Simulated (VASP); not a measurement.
Crystal: CoO.

```
Co O
1.0
     1.49537    0.86335    2.42355
    -1.49537    0.86335    2.42355
     0.00000   -1.72670    2.42355
Co O
1 1
Direct
  0.00000 0.00000 0.00000
  0.50000 0.50000 0.50000
```

Base run:

```yaml
Program: VASP 6.6.1
Functional: PBE
Potentials_or_basis: VASP PAW PBE potentials, release 64 (Co, O)
Cutoff: 520 eV
k_mesh: 11 × 11 × 11
Occupations: fermi-dirac, width 0.05 eV
Spin: collinear spin, ferromagnetic start
Starting_moments: "[2.0, 0.0] μB"
```

Its results: pressure 2.9 GPa; net moment 2.83 μB per cell; site moments Co +2.50; O +0.28 μB.

The run is repeated on the same cell with these changes: functional from PBE to LDA; potentials or basis from VASP PAW PBE potentials, release 64 (Co, O) to VASP PAW LDA potentials, release 64 (Co, O). What comes out?

Pressure -18.0 GPa; net moment 2.53 μB per cell; site moments Co +2.23; O +0.24 μB.

Caveats: a cell with one magnetic atom can't hold antiferromagnetic order, which such compounds often take.
